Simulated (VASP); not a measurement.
Set up this calculation in VASP 6.6.1, as the native input.

```yaml
Task: relaxation of cell and atoms
Functional: PBE
Potentials_or_basis: VASP PAW PBE potentials, release 64 (N)
Cutoff: 600 eV
k_mesh: 19 × 19 × 10
Occupations: fermi-dirac, width 0.05 eV
Spin: no spin polarisation
Dipole_correction: no
Further_INCAR_settings: ALGO = Normal; EDIFF = 1e-06; IBRION = 2; EDIFFG = -0.005; NSW = 100; ISIF = 3
```

The structure of N lies in POSCAR:

```
N
1.0
    2.5123336524      0.0000000000      0.0000000000
   -1.2561668262      2.1757447658      0.0000000000
    0.0000000000      0.0000000000      4.0699805169
N
2
Direct
    0.3333333333      0.6666666667      0.2500000000
    0.6666666667      0.3333333333      0.7500000000
```

The input as run:

INCAR

```
SYSTEM = N
PREC = Accurate
ENCUT = 600
EDIFF = 1E-6
ISMEAR = -1
SIGMA = 0.05
LREAL = .FALSE.
LASPH = .TRUE.
NELM = 100
ALGO = Normal
ISIF = 3
LWAVE = .FALSE.
LCHARG = .FALSE.
GGA = PE
IBRION = 2
NSW = 100
EDIFFG = -0.005
```

KPOINTS

```
regular mesh
0
G
  19 19 10
  0 0 0
```

Potentials or basis: VASP PAW PBE potentials, release 64 (N).

Run with:

```sh
$ cat potpaw_PBE.64/N/POTCAR > POTCAR
$ mpirun -np 1 vasp_std > vasp.out
```

It gave:

```json
{
 "Relaxed volume": "8.73 Å³/atom",
 "Relaxed cell": "a = 1.920 Å, b = 1.920 Å, c = 5.469 Å, α = 90.00°, β = 90.00°, γ = 120.00°",
 "Space group after relaxing (to 0.1 Å)": "P6_3/mmc (No. 194)",
 "Pressure after relaxing": "0.0 GPa",
 "Band gap on the k mesh": "zero (bands 5 and 6 overlap by 11.19 eV)"
}
```

Caveat: the volume moved by over 15 % at a fixed basis, so the end points are rough.

It took 8.4 min on 1 thread of Intel(R) Xeon(R) Platinum 8259CL CPU @ 2.50GHz (Skylake/Cascade Lake), on a shared host, peak memory 0.2 GiB.
